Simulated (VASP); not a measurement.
# Si16Ge (a cell with a defect) in VASP: relaxation of the atoms with PBEsol

Aim: the relaxation of the atoms of Si16Ge (a cell with a defect) with PBEsol.

All numbers are computed with VASP 6.6.1; they aren't measurements. Logs are shortened: lines on timing, memory, paths and dates and some standing lists are left out, and cuts for length are marked.

### 1 The cell of the first run

The cell holds a defect, 17 atoms: a = 7.679 Å, b = 7.679 Å, c = 7.679 Å, α = 60.00°, β = 60.00°, γ = 60.00°.

### 2 Relaxation of the atoms, PBEsol

Contents of INCAR:

```
PREC = Accurate
ENCUT = 520
EDIFF = 1E-6
ISMEAR = 0
SIGMA = 0.05
LREAL = Auto
LASPH = True
NELM = 100
ALGO = Normal
ISIF = 2
LWAVE = False
LCHARG = False
GGA = PS
IBRION = 2
NSW = 80
EDIFFG = -0.03
```

Contents of KPOINTS:

```
Automatic mesh
0
Gamma
  2 2 2
```

Contents of POSCAR:

```
Si16Ge
1.0
    0.0000000000      5.4300000000      5.4300000000
    5.4300000000      0.0000000000      5.4300000000
    5.4300000000      5.4300000000      0.0000000000
Si Ge
16 1
Direct
    0.0000000000      0.0000000000      0.0000000000
    0.1250000000      0.1250000000      0.1250000000
    0.0000000000      0.0000000000      0.5000000000
    0.1250000000      0.1250000000      0.6250000000
    0.0000000000      0.5000000000      0.0000000000
    0.1250000000      0.6250000000      0.1250000000
    0.0000000000      0.5000000000      0.5000000000
    0.1250000000      0.6250000000      0.6250000000
    0.5000000000      0.0000000000      0.0000000000
    0.6250000000      0.1250000000      0.1250000000
    0.5000000000      0.0000000000      0.5000000000
    0.6250000000      0.1250000000      0.6250000000
    0.5000000000      0.5000000000      0.0000000000
    0.6250000000      0.6250000000      0.1250000000
    0.5000000000      0.5000000000      0.5000000000
    0.6250000000      0.6250000000      0.6250000000
    0.7452502200      0.7496649700      0.7596292400
```

Potentials or basis: VASP PAW PBE potentials, release 64 (Si, Ge_d).

Run with:

```sh
cat potpaw_PBE.64/Si/POTCAR potpaw_PBE.64/Ge_d/POTCAR > POTCAR
mpirun -np 1 vasp_std > vasp.out
```

OUTCAR:

```text
PREC = Accurate
   ENCUT = 520
   EDIFF = 1E-6
   ISMEAR = 0
   LREAL = Auto
   LASPH = True
   NELM = 100
   ISIF = 2
   GGA = PS
   IBRION = 2
   NSW = 80
   EDIFFG = -0.03

 ion  position               nearest neighbor table
   1  0.000  0.000  0.000-   2 2.35   4 2.35   6 2.35  10 2.35
   2  0.125  0.125  0.125-   1 2.35   3 2.35   5 2.35   9 2.35
   3  0.000  0.000  0.500-   2 2.35   4 2.35   8 2.35  12 2.35  17 2.74
   4  0.125  0.125  0.625-   1 2.35   3 2.35   7 2.35  11 2.35
   5  0.000  0.500  0.000-   2 2.35   6 2.35   8 2.35  14 2.35  17 2.69
   6  0.125  0.625  0.125-   1 2.35   5 2.35   7 2.35  13 2.35
   7  0.000  0.500  0.500-   4 2.35   6 2.35   8 2.35  16 2.35  17 2.77
   8  0.125  0.625  0.625-   3 2.35   5 2.35   7 2.35  15 2.35  17 2.38
   9  0.500  0.000  0.000-   2 2.35  10 2.35  12 2.35  14 2.35  17 2.66
  10  0.625  0.125  0.125-   1 2.35   9 2.35  11 2.35  13 2.35
  11  0.500  0.000  0.500-   4 2.35  10 2.35  12 2.35  16 2.35  17 2.74
  12  0.625  0.125  0.625-   3 2.35   9 2.35  11 2.35  15 2.35  17 2.35
  13  0.500  0.500  0.000-   6 2.35  10 2.35  14 2.35  16 2.35  17 2.69
  14  0.625  0.625  0.125-  17 2.29   9 2.35  13 2.35  15 2.35   5 2.35
  15  0.500  0.500  0.500-   8 2.35  12 2.35  14 2.35  16 2.35
  16  0.625  0.625  0.625-   7 2.35  11 2.35  13 2.35  15 2.35  17 2.38
  17  0.745  0.750  0.760-  14 2.29  12 2.35  16 2.38   8 2.38   9 2.66  13 2.69   5 2.69  11 2.74
                             3 2.74   7 2.77

  LATTYP: Found a face centered cubic cell.
 ALAT       =    10.8600000000

  Lattice vectors:

 A1 = (   0.0000000000,   5.4300000000,   5.4300000000)
 A2 = (   5.4300000000,   0.0000000000,   5.4300000000)
 A3 = (   5.4300000000,   5.4300000000,   0.0000000000)

Analysis of symmetry for initial positions (statically):
=====================================================================
 Subroutine PRICEL returns:
 Original cell was already a primitive cell.

 Routine SETGRP: Setting up the symmetry group for a
 face centered cubic supercell.

 Subroutine GETGRP returns: Found  1 space group operations
 (whereof  1 operations were pure point group operations)
 out of a pool of 48 trial point group operations.

The static configuration has the point symmetry C_1 .

Analysis of symmetry for dynamics (positions and initial velocities):
=====================================================================
 Subroutine PRICEL returns:
 Original cell was already a primitive cell.

 Routine SETGRP: Setting up the symmetry group for a
 face centered cubic supercell.

 Subroutine GETGRP returns: Found  1 space group operations
 (whereof  1 operations were pure point group operations)
 out of a pool of 48 trial point group operations.

The dynamic configuration has the point symmetry C_1 .
[... 105 lines left out ...]
   ICHARG =      2    charge: 1-file 2-atom 10-const
   ISPIN  =      1    spin polarized calculation?
   LNONCOLLINEAR =      F non collinear calculations
   LSORBIT =      F    spin-orbit coupling
   LASPH  =      T    aspherical Exc in radial PAW
   ENCUT  =  520.0 eV  38.22 Ry    6.18 a.u.  14.28 14.28 14.28*2*pi/ulx,y,z
   NELM   =    100;   NELMIN=  2; NELMDL= -5     # of ELM steps
   EDIFF  = 0.1E-05   stopping-criterion for ELM
   LREAL  =      T    real-space projection
   EDIFFG = -.3E-01   stopping-criterion for IOM
   NSW    =     80    number of steps for IOM
   IBRION =      2    ionic relax: 0-MD 1-quasi-New 2-CG
   NFREE  =      1    steps in history (QN), initial steepest desc. (CG)
   ISIF   =      2    stress and relaxation
   ISYM   =      2    0-nonsym 1-usesym 2-fastsym
   POTIM  = 0.5000    time-step for ionic-motion
   TEBEG  =    0.0;   TEEND  =   0.0 temperature during run
   PSTRESS=    0.0 pullay stress
   NELECT =      78.0000    total number of electrons
   NUPDOWN=      -1.0000    fix difference up-down
   EMIN   =  10.00;   EMAX   =-10.00  energy-range for DOS
   EFERMI =   0.00;   METHOD = LEGACY
   ISMEAR =     0;   SIGMA  =   0.05  broadening in eV -4-tet -1-fermi 0-gaus
   EFERMI_NEDOS =   21; number of points for ismear=-14 and -15
   IALGO  =     38    algorithm
   IMIX   =      4    mixing-type and parameters
     AMIX     =   0.40;   BMIX     =  1.00
     AMIX_MAG =   1.60;   BMIX_MAG =  1.00
  volume/ion in A,a.u.               =      18.84       127.11
  Fermi-wavevector in a.u.,A,eV,Ry     =   1.022421  1.932096 14.222785  1.045345
  Thomas-Fermi vector in A             =   2.156100
   LORBIT       =      0    0 simple, 1 ext, 2 COOP (PROOUT), +10 PAW based schemes
   GGA     = PS    functional components
   LHFCALC =     F    Hartree Fock is set to
   AEXX    =    0.0000 exact exchange contribution
   IVDW    =     0    specifies the selected vdW correction
   LEPSILON=     F    determine dielectric tensor
   LRPA    =     F    only Hartree local field effects (RPA)
 conjugate gradient relaxation of ions
 non-spin polarized calculation
 Gauss-broadening in eV      SIGMA  =   0.05
  energy-cutoff  :      520.00
  volume of cell :      320.21
 maximum number of plane-waves:      8646
 NGX is ok and might be reduce to    60
   NGX = 29   NGY = 29   NGZ = 29

--------------------------------------- Ionic step        1  -------------------------------------------

 number of electron      78.0000005 magnetization

 Free energy of the ion-electron system (eV)
  ---------------------------------------------------
  ext. energy  EPLUGINS =         0.00000000
  ---------------------------------------------------
  free energy    TOTEN  =       -92.45313605 eV

  energy without entropy =      -92.44347048  energy(sigma->0) =      -92.44830326

------------------------ aborting loop because EDIFF is reached ----------------------------------------

  FORCE on cell =-STRESS in cart. coord.  units (eV):
  Direction    XX          YY          ZZ          XY          YZ          ZX
  --------------------------------------------------------------------------------------
  -------------------------------------------------------------------------------------
  Total       11.4902136     11.4787735     11.4791900      0.4631233     -0.8201486     -0.4459597
  in kB       57.4922360     57.4349944     57.4370784      2.3172760     -4.1036814     -2.2313964
  external PRESSURE =      57.4547696 kB  Pullay stress =       0.0000000 kB
[... 395 lines left out ...]
--------------------------------------- Ionic step        9  -------------------------------------------

 number of electron      78.0000000 magnetization

 Free energy of the ion-electron system (eV)
  ---------------------------------------------------
  ext. energy  EPLUGINS =         0.00000000
  ---------------------------------------------------
  free energy    TOTEN  =       -92.78703359 eV

  energy without entropy =      -92.77881815  energy(sigma->0) =      -92.78292587

 E-fermi :   6.7949     XC(G=0):  -9.8840

 val. band max:        6.5649926463   @ k =   0.0000   0.0000   0.0000
 cond. band min:       6.7968636348   @ k =   0.0000   0.0000   0.0000
 fundamental gap:      0.2318709885
 Fermi energy:         6.7948841087

 k-point     1 :       0.0000    0.0000    0.0000
  band No.  band energies     occupation
      1     -18.2746      2.00000
      2     -18.2746      2.00000
      3     -18.2743      2.00000
      4     -18.2605      2.00000
      5     -18.2605      2.00000
      6      -6.6136      2.00000
[... 441 lines left out ...]
  FREE ENERGIE OF THE ION-ELECTRON SYSTEM (eV)
  ---------------------------------------------------
  free  energy   TOTEN  =       -92.7870335917 eV

  energy  without entropy=      -92.7788181548  energy(sigma->0) =      -92.78292587

 reached required accuracy - stopping structural energy minimisation
```

OSZICAR:

```text
N       E                     dE             d eps       ncg     rms          rms(c)
DAV:   1     0.412031955397E+03    0.41203E+03   -0.30262E+04   928   0.176E+03
DAV:   2    -0.245264303765E+02   -0.43656E+03   -0.41597E+03   824   0.409E+02
DAV:   3    -0.907972622820E+02   -0.66271E+02   -0.63094E+02   952   0.112E+02
[... 58 lines left out ...]
DAV:   2    -0.927868994070E+02   -0.96118E-07   -0.14443E-06   512   0.577E-03
   8 F= -.92786899E+02 E0= -.92782789E+02  d E =-.186077E-02
       N       E                     dE             d eps       ncg     rms          rms(c)
DAV:   1    -0.927870133622E+02   -0.11405E-03   -0.17084E-02  1024   0.477E-01    0.201E-02
DAV:   2    -0.927870340550E+02   -0.20693E-04   -0.25499E-04   960   0.683E-02    0.705E-03
DAV:   3    -0.927870335917E+02    0.46323E-06   -0.77594E-06   928   0.124E-02
   9 F= -.92787034E+02 E0= -.92782926E+02  d E =-.134185E-03
```

CONTCAR:

```text
Si16Ge
   1.00000000000000
     0.0000000000000000    5.4299999999999997    5.4299999999999997
     5.4299999999999997    0.0000000000000000    5.4299999999999997
     5.4299999999999997    5.4299999999999997    0.0000000000000000
  Si              Ge
    16     1
Direct
     0.0000882154625376    0.9999965905143936    0.9998331621055829
     0.1240325211234848    0.1241623870516833    0.1243632088821168
     0.0042263542527565    0.0044130026018650    0.4957125882025262
     0.1242579856417139    0.1243447605510691    0.6271359206742723
     0.0041650332213778    0.4955102373209982    0.0048312405653899
     0.1241223867975531    0.6273344567057086    0.1244137983684117
[... 9 lines left out ...]
     0.6215678961755903    0.6215836922358506    0.6215978571007155
     0.7486341094072737    0.7499442964888324    0.7527257098096977

  0.00000000E+00  0.00000000E+00  0.00000000E+00
  0.00000000E+00  0.00000000E+00  0.00000000E+00
  0.00000000E+00  0.00000000E+00  0.00000000E+00
  0.00000000E+00  0.00000000E+00  0.00000000E+00
  0.00000000E+00  0.00000000E+00  0.00000000E+00
  0.00000000E+00  0.00000000E+00  0.00000000E+00
[... 9 lines left out ...]
  0.00000000E+00  0.00000000E+00  0.00000000E+00
  0.00000000E+00  0.00000000E+00  0.00000000E+00
```

It took 27 min on 1 thread of Oxide Virtual Turin-like, shared host; peak memory 0.53 GiB.

Results:

```
Free energy                  : -92.7870 eV
Energy gained by relaxing    : 19.6 meV/atom
Ionic steps                  : 9
Pressure after relaxing      : 4.7 GPa
Largest force after relaxing : 0.023 eV/Å
Band gap on the k mesh       : zero (bands 39 and 40 overlap by 0.31 eV)
```

Forces on the atoms (eV/Å):
```
Si   0.001  0.001 -0.001
Si   0.001  0.003  0.004
Si   0.001 -0.003 -0.002
Si  -0.002 -0.002  0.002
Si   0.006 -0.002 -0.007
Si  -0.004  0.002 -0.002
Si   0.002 -0.001  0.000
Si   0.001  0.012  0.004
Si  -0.004  0.005 -0.005
Si   0.001 -0.004 -0.003
Si   0.001  0.002  0.003
Si   0.010  0.002 -0.003
Si   0.006  0.007  0.002
Si  -0.002 -0.007  0.006
Si  -0.003 -0.001  0.002
Si   0.000 -0.004 -0.012
Ge  -0.019 -0.009  0.009
```

The path:
| step | energy change (eV) | largest force (eV/Å) | pressure (GPa) |
| --- | --- | --- | --- |
| 1 | 0.0000 | 1.9807 | 5.75 |
| 2 | -0.3223 | 0.2875 | 4.77 |
| 3 | -0.3229 | 0.3918 | 4.74 |
| 4 | -0.3318 | 0.1204 | 4.71 |
| 5 | -0.3319 | 0.0952 | 4.71 |
| 6 | -0.3336 | 0.0457 | 4.72 |
| 7 | -0.3338 | 0.0326 | 4.73 |
| 8 | -0.3338 | 0.0314 | 4.73 |
| 9 | -0.3339 | 0.0225 | 4.73 |

Final structure:
```
CELL_PARAMETERS angstrom
0.00000 5.43000 5.43000
5.43000 0.00000 5.43000
5.43000 5.43000 0.00000
ATOMIC_POSITIONS crystal
Si 0.00009 0.00000 0.99983
Si 0.12403 0.12416 0.12436
Si 0.00423 0.00441 0.49571
Si 0.12426 0.12434 0.62714
Si 0.00417 0.49551 0.00483
Si 0.12412 0.62733 0.12441
Si 0.00422 0.49576 0.49580
Si 0.13521 0.62160 0.62161
Si 0.49540 0.00436 0.00484
Si 0.62745 0.12416 0.12436
Si 0.49564 0.00441 0.49571
Si 0.62129 0.13619 0.62123
Si 0.49549 0.49550 0.00483
Si 0.62054 0.62048 0.13845
Si 0.49892 0.49992 0.50219
Si 0.62157 0.62158 0.62160
Ge 0.74863 0.74994 0.75273
```

Levels at points of the mesh, in eV from the Fermi level:
```
           k point  band 37  band 38  band 39  band 40  band 41  band 42
(0.00, 0.00, 0.00)    -0.72    -0.72    -0.24    -0.24    -0.23     0.00
(0.50, 0.00, 0.00)    -1.39    -1.38    -0.31     0.52     0.53     0.87
(0.00, 0.50, 0.00)    -1.39    -1.38    -0.31     0.52     0.54     0.87
(0.00, 0.00, 0.50)    -1.39    -1.38    -0.31     0.53     0.53     0.86
(0.50, 0.50, 0.50)    -1.39    -1.38    -0.31     0.52     0.53     0.87
(0.50, 0.50, 0.00)    -1.82    -1.26     0.07     0.81     1.06     1.07
(0.00, 0.50, 0.50)    -1.82    -1.26     0.07     0.81     1.06     1.06
(0.50, 0.00, 0.50)    -1.82    -1.26     0.07     0.81     1.06     1.07
```

Caveat: the k points lie up to 0.50 Å⁻¹ apart; the PAW data sets were made with another functional, which shifts forces and pressure a little.

The gap in the log of VASP goes by the Fermi energy; the results here count the filled bands.